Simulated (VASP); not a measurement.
# C in VASP: further runs

The runs below take C through single point, with PBE.

Program: VASP 6.6.1. These are calculated values, not measurements. Logs are shortened: lines on timing, memory, paths and dates and some standing lists are left out, and cuts for length are marked.

### Step 1. The cell of the first run

The cell holds a wire or tube with vacuum around it, 10 atoms: a = 4.272 Å, b = 8.872 Å, c = 18.882 Å, α = 90.00°, β = 90.00°, γ = 103.93°.

### Step 2. Single point, PBE

Contents of INCAR:

```
SYSTEM = C
PREC     = Accurate       ! precision mode
ENCUT    = 520            ! plane-wave cutoff, eV
EDIFF    = 1E-6           ! SCF threshold, eV
ISMEAR   = 0              ! smearing method
SIGMA    = 0.1            ! smearing width, eV
LREAL    = .False.        ! projectors in reciprocal space
LASPH    = .True.         ! aspherical terms in the spheres
NELM     = 80             ! most SCF steps
ALGO     = Normal         ! electronic algorithm
ISIF     = 2              ! what is computed and relaxed
LWAVE    = .False.        ! write WAVECAR
LCHARG   = .False.        ! write CHGCAR
LDIPOL   = .True.       
IDIPOL   = 3            
DIPOL    = 0.5 0.5 0.499
GGA      = PE             ! functional
NBANDS   = 31             ! bands
ISYM     = 0
```

Contents of KPOINTS:

```
regular mesh
0
Gamma
  7 4 1
  0 0 0
```

Contents of POSCAR:

```
C
1.0
    4.2718357703      0.0000000000      0.0000000000
   -2.1359178851      8.6110540208      0.0000000000
    0.0000000000      0.0000000000     18.8818478313
C
10
Direct
    0.1564123854      0.9794914374      0.3707264280
    0.8230790520      0.9794914374      0.3707264280
    0.6461581041      0.9589828748      0.4353632140
    0.3128247707      0.9589828748      0.4353632140
    0.1338044643      0.9383832545      0.4999017130
    0.8045781344      0.9383830569      0.4999017166
    0.6222265679      0.9176696404      0.5647411279
    0.2954424594      0.9176696493      0.5647410330
    0.0947400729      0.8987970040      0.6238156800
    0.8040530095      0.8987962851      0.6238162350
```

Potentials or basis: VASP PAW PBE potentials, release 64 (C).

Launch:

```sh
cat potpaw_PBE.64/C/POTCAR > POTCAR
mpirun -np 1 vasp_std > vasp.out
```

OUTCAR:

```text
SYSTEM = C
   PREC = Accurate
   ENCUT = 520
   EDIFF = 1E-6
   ISMEAR = 0
   LREAL = .False.
   LASPH = .True.
   NELM = 80
   ISIF = 2
   GGA = PE
   ISYM = 0

 ion  position               nearest neighbor table
   1  0.156  0.979  0.371-   4 1.42   2 1.42
   2  0.823  0.979  0.371-   3 1.42   1 1.42
   3  0.646  0.959  0.435-   2 1.42   4 1.42   6 1.43
   4  0.313  0.959  0.435-   1 1.42   3 1.42   5 1.43
   5  0.134  0.938  0.500-   6 1.41   4 1.43   8 1.44
   6  0.805  0.938  0.500-   5 1.41   3 1.43   7 1.44
   7  0.622  0.918  0.565-  10 1.39   8 1.40   6 1.44
   8  0.295  0.918  0.565-   9 1.39   7 1.40   5 1.44
   9  0.095  0.899  0.624-  10 1.24   8 1.39
  10  0.804  0.899  0.624-   9 1.24   7 1.39

IMPORTANT INFORMATION: All symmetrisations will be switched off!
NOSYMM: (Re-)initialisation of all symmetry stuff for point group C_1.

----------------------------------------------------------------------------------------

                                     Primitive cell

  volume of cell :     694.5689

  direct lattice vectors                    reciprocal lattice vectors
     4.271835770  0.000000000  0.000000000     0.234091396  0.058064901  0.000000000
    -2.135917885  8.611054021  0.000000000     0.000000000  0.116129802  0.000000000
     0.000000000  0.000000000 18.881847831     0.000000000  0.000000000  0.052960918

  length of vectors
     4.271835770  8.872000708 18.881847831     0.241185229  0.116129802  0.052960918

  position of ions in fractional coordinates (direct lattice)
     0.156412385  0.979491437  0.370726428
     0.823079052  0.979491437  0.370726428
     0.646158104  0.958982875  0.435363214
     0.312824771  0.958982875  0.435363214
     0.133804464  0.938383255  0.499901713
     0.804578134  0.938383057  0.499901717
     0.622226568  0.917669640  0.564741128
     0.295442459  0.917669649  0.564741033
     0.094740073  0.898797004  0.623815680
     0.804053010  0.898796285  0.623816235

  ion indices of the primitive-cell ions
   primitive index   ion index
                 1           1
                 2           2
                 3           3
                 4           4
                 5           5
                 6           6
                 7           7
                 8           8
                 9           9
                10          10

----------------------------------------------------------------------------------------

 KPOINTS: regular mesh

Automatic generation of k-mesh.
 Grid dimensions read from file:
 generate k-points for:    7    4    1

 Generating k-lattice:

  Cartesian coordinates                     Fractional coordinates (reciprocal lattice)
     0.033441628  0.008294986  0.000000000     0.142857143  0.000000000  0.000000000
     0.000000000  0.029032451  0.000000000     0.000000000  0.250000000  0.000000000
     0.000000000  0.000000000  0.052960918     0.000000000  0.000000000  1.000000000

  Length of vectors
     0.034455033  0.029032451  0.052960918

  Shift w.r.t. Gamma in fractional coordinates (k-lattice)
     0.000000000  0.000000000  0.000000000

 -----------------------------------------------------------------------------
|                                                                             |
|           W    W    AA    RRRRR   N    N  II  N    N   GGGG   !!!           |
|           W    W   A  A   R    R  NN   N  II  NN   N  G    G  !!!           |
|           W    W  A    A  R    R  N N  N  II  N N  N  G       !!!           |
|           W WW W  AAAAAA  RRRRR   N  N N  II  N  N N  G  GGG   !            |
|           WW  WW  A    A  R   R   N   NN  II  N   NN  G    G                |
|           W    W  A    A  R    R  N    N  II  N    N   GGGG   !!!           |
|                                                                             |
|     Your reciprocal lattice and k-lattice belong to different lattice       |
|     classes:                                                                |
|                                                                             |
|        The reciprocal lattice is base centered orthorhombic,                |
|        whereas your k-lattice is simple monoclinic.                         |
|                                                                             |
|     Results are often still useful ...                                      |
|                                                                             |
 -----------------------------------------------------------------------------

 WARNING: IBZKPT: internal override: KBLOWUP is changed to .FALSE.
      ... skipping the blow-up phase ...

 Subroutine IBZKPT returns following result:
 ===========================================

 Found     15 irreducible k-points:

 Following reciprocal coordinates:
            Coordinates               Weight
  0.000000  0.000000  0.000000      1.000000
  0.142857 -0.000000  0.000000      2.000000
  0.285714  0.000000  0.000000      2.000000
  0.428571  0.000000  0.000000      2.000000
  0.000000  0.250000  0.000000      2.000000
  0.142857  0.250000  0.000000      2.000000
  0.285714  0.250000  0.000000      2.000000
  0.428571  0.250000  0.000000      2.000000
 -0.428571  0.250000  0.000000      2.000000
 -0.285714  0.250000  0.000000      2.000000
 -0.142857  0.250000  0.000000      2.000000
  0.000000  0.500000  0.000000      1.000000
  0.142857  0.500000  0.000000      2.000000
  0.285714  0.500000  0.000000      2.000000
  0.428571  0.500000  0.000000      2.000000
   k-points           NKPTS =     15   k-points in BZ     NKDIM =     15   number of bands    NBANDS=     31
   number of dos      NEDOS =    301   number of ions     NIONS =     10
   total plane-waves  NPLWV = 313600
   dimension x,y,z NGX =    32 NGY =   70 NGZ =  140
   dimension x,y,z NGXF=    64 NGYF=  140 NGZF=  280
   ions per type =              10
   NGX,Y,Z   is equivalent  to a cutoff of  12.45, 13.12, 12.33 a.u.
   NGXF,Y,Z  is equivalent  to a cutoff of  24.91, 26.23, 24.65 a.u.
 SYSTEM =  C
   PREC   = accura    normal or accurate (medium, high low for compatibility)
   ISTART =      0    job   : 0-new  1-cont  2-samecut
   ICHARG =      2    charge: 1-file 2-atom 10-const
   ISPIN  =      1    spin polarized calculation?
   LNONCOLLINEAR =      F non collinear calculations
   LSORBIT =      F    spin-orbit coupling
   LASPH  =      T    aspherical Exc in radial PAW
   ENCUT  =  520.0 eV  38.22 Ry    6.18 a.u.   7.94 16.50 35.11*2*pi/ulx,y,z
   NELM   =     80;   NELMIN=  2; NELMDL= -5     # of ELM steps
   EDIFF  = 0.1E-05   stopping-criterion for ELM
   LREAL  =      F    real-space projection
   EDIFFG = 0.1E-04   stopping-criterion for IOM
   NSW    =      0    number of steps for IOM
   IBRION =     -1    ionic relax: 0-MD 1-quasi-New 2-CG
   NFREE  =      0    steps in history (QN), initial steepest desc. (CG)
   ISIF   =      2    stress and relaxation
   ISYM   =      0    0-nonsym 1-usesym 2-fastsym
   POTIM  = 0.5000    time-step for ionic-motion
   TEBEG  =    0.0;   TEEND  =   0.0 temperature during run
   PSTRESS=    0.0 pullay stress
   NELECT =      40.0000    total number of electrons
   NUPDOWN=      -1.0000    fix difference up-down
   EMIN   =  10.00;   EMAX   =-10.00  energy-range for DOS
   EFERMI =   0.00;   METHOD = LEGACY
   ISMEAR =     0;   SIGMA  =   0.10  broadening in eV -4-tet -1-fermi 0-gaus
   EFERMI_NEDOS =   21; number of points for ismear=-14 and -15
   IALGO  =     38    algorithm
   IMIX   =      4    mixing-type and parameters
     AMIX     =   0.40;   BMIX     =  1.00
     AMIX_MAG =   1.60;   BMIX_MAG =  1.00
  volume/ion in A,a.u.               =      69.46       468.72
  Fermi-wavevector in a.u.,A,eV,Ry     =   0.632203  1.194690  5.437981  0.399680
  Thomas-Fermi vector in A             =   1.695439
   LORBIT       =      0    0 simple, 1 ext, 2 COOP (PROOUT), +10 PAW based schemes
   GGA     = PE    functional components
   LHFCALC =     F    Hartree Fock is set to
   AEXX    =    0.0000 exact exchange contribution
   IVDW    =     0    specifies the selected vdW correction
   LEPSILON=     F    determine dielectric tensor
   LRPA    =     F    only Hartree local field effects (RPA)
 non-spin polarized calculation
 Gauss-broadening in eV      SIGMA  =   0.10
  energy-cutoff  :      520.00
  volume of cell :      694.57
 maximum number of plane-waves:     18755
   NGX = 15   NGY = 33   NGZ = 71

 dipolmoment           0.000000      0.000000      0.024343 electrons x Angstroem

 number of electron      40.0000002 magnetization

 dipolmoment           0.000000      0.000000     -0.141874 electrons x Angstroem

 Free energy of the ion-electron system (eV)
  ---------------------------------------------------
  ext. energy  EPLUGINS =         0.00000000
  ---------------------------------------------------
  free energy    TOTEN  =       -82.66911981 eV

  energy without entropy =      -82.65300009  energy(sigma->0) =      -82.66105995

 E-fermi :  -4.5068     XC(G=0):  -2.1328

 val. band max:       -4.5068211385   @ k =   0.4286   0.5000   0.0000
 cond. band min:      -4.5068181404   @ k =   0.4286   0.0000   0.0000
 fundamental gap:      0.0000029982
 Fermi energy:        -4.5068199273

 k-point     1 :       0.0000    0.0000    0.0000
  band No.  band energies     occupation
      1     -22.9760      2.00000
      2     -21.1532      2.00000
      3     -18.4773      2.00000
      4     -17.7608      2.00000
      5     -17.1118      2.00000
      6     -16.2171      2.00000
[... 23 lines left out ...]
     30       2.0534      0.00000
     31       2.1588      0.00000

 k-point     2 :       0.1429   -0.0000    0.0000
  band No.  band energies     occupation
      1     -22.8589      2.00000
      2     -21.0440      2.00000
      3     -18.9152      2.00000
      4     -18.3167      2.00000
      5     -17.2669      2.00000
      6     -15.9023      2.00000
[... 23 lines left out ...]
     30       2.2355      0.00000
     31       2.3298      0.00000

 k-point     3 :       0.2857    0.0000    0.0000
  band No.  band energies     occupation
      1     -22.5099      2.00000
      2     -20.7360      2.00000
      3     -20.0528      2.00000
      4     -18.5208      2.00000
      5     -17.9100      2.00000
      6     -15.1026      2.00000
[... 23 lines left out ...]
     30       2.4167      0.00000
     31       2.7532      0.00000

 k-point     4 :       0.4286    0.0000    0.0000
  band No.  band energies     occupation
      1     -21.9438      2.00000
      2     -21.1078      2.00000
      3     -20.1615      2.00000
      4     -19.3209      2.00000
      5     -17.7708      2.00000
      6     -15.5782      2.00000
[... 329 lines left out ...]
     30       1.8137      0.00000
     31       2.0666      0.00000

 k-point    14 :       0.2857    0.5000    0.0000
  band No.  band energies     occupation
      1     -22.5099      2.00000
      2     -20.7360      2.00000
      3     -20.0528      2.00000
      4     -18.5208      2.00000
      5     -17.9100      2.00000
      6     -15.1026      2.00000
[... 23 lines left out ...]
     30       2.2073      0.00000
     31       2.4189      0.00000

 k-point    15 :       0.4286    0.5000    0.0000
  band No.  band energies     occupation
      1     -21.9438      2.00000
      2     -21.1078      2.00000
      3     -20.1615      2.00000
      4     -19.3209      2.00000
      5     -17.7708      2.00000
      6     -15.5782      2.00000
[... 23 lines left out ...]
     30       2.7355      0.00000
     31       2.8653      0.00000

------------------------ aborting loop because EDIFF is reached ----------------------------------------

 vacuum level on the upper side and lower side of the slab       (xc-potential included)        -0.371         0.306

  FORCE on cell =-STRESS in cart. coord.  units (eV):
  Direction    XX          YY          ZZ          XY          YZ          ZX
  --------------------------------------------------------------------------------------
  -------------------------------------------------------------------------------------
  Total       -1.0249735     -0.0959266     -2.5423442      0.0000481      0.3554054      0.0001639
  in kB       -2.3643286     -0.2212760     -5.8644809      0.0001110      0.8198215      0.0003780
  external PRESSURE =      -2.8166952 kB  Pullay stress =       0.0000000 kB

 VOLUME and BASIS-vectors are now :
 -----------------------------------------------------------------------------
  energy-cutoff  :      520.00
  volume of cell :      694.57
      direct lattice vectors                 reciprocal lattice vectors
     4.271835770  0.000000000  0.000000000     0.234091396  0.058064901  0.000000000
    -2.135917885  8.611054021  0.000000000     0.000000000  0.116129802  0.000000000
     0.000000000  0.000000000 18.881847831     0.000000000  0.000000000  0.052960918

 POSITION                                       TOTAL-FORCE (eV/Angst)
 -----------------------------------------------------------------------------------
     -1.42395      8.43445      7.00000        -6.759133     -0.160801      1.127443
      1.42395      8.43445      7.00000         6.758972     -0.160856      1.127438
      0.71197      8.25785      8.22046        -0.403733      0.166442     -1.168039
     -0.71197      8.25785      8.22046         0.403940      0.166402     -1.168060
     -1.43272      8.08047      9.43907         0.004219     -0.000082      0.002385
      1.43272      8.08047      9.43907        -0.004204     -0.000026      0.002425
      0.69798      7.90210     10.66336        -0.010656     -0.000410      0.002836
     -0.69799      7.90210     10.66335         0.010309     -0.000367      0.002912
     -1.51504      7.73959     11.77879         0.083922     -0.005205      0.035322
      1.51503      7.73958     11.77880        -0.083636     -0.005098      0.035337
 -----------------------------------------------------------------------------------
    total drift:                               -0.000273     -0.000368      0.000417

  FREE ENERGIE OF THE ION-ELECTRON SYSTEM (eV)
  ---------------------------------------------------
  free  energy   TOTEN  =       -82.6691198093 eV

  energy  without entropy=      -82.6530000866  energy(sigma->0) =      -82.66105995

 vacuum level on the upper side and lower side of the slab         0.935         1.633
```

It took 9.3 min on 1 thread of Intel Xeon Platinum 8488C (Sapphire Rapids), shared host; peak memory 0.71 GiB.

What came out:

```
Free energy            : -82.6691 eV
Largest force          : 6.854 eV/Å
Band gap on the k mesh : zero (bands 20 and 21 overlap by 0.52 eV)
```

Forces on the atoms (eV/Å):
```
C   -6.759 -0.161  1.127
C    6.759 -0.161  1.127
C   -0.404  0.166 -1.168
C    0.404  0.166 -1.168
C    0.004  0.000  0.002
C   -0.004  0.000  0.002
C   -0.011  0.000  0.003
C    0.010  0.000  0.003
C    0.084 -0.005  0.035
C   -0.084 -0.005  0.035
```

Levels at points of the mesh, in eV from the Fermi level:
```
           k point  band 17  band 18  band 19  band 20  band 21  band 22  band 23  band 24
(0.00, 0.00, 0.00)    -1.84    -1.20    -0.97     0.52     1.07     1.24     1.96     2.23
(0.00, 0.50, 0.00)    -1.84    -1.20    -0.97     0.52     1.07     1.24     1.96     2.23
```

[end of part 1 of 2]
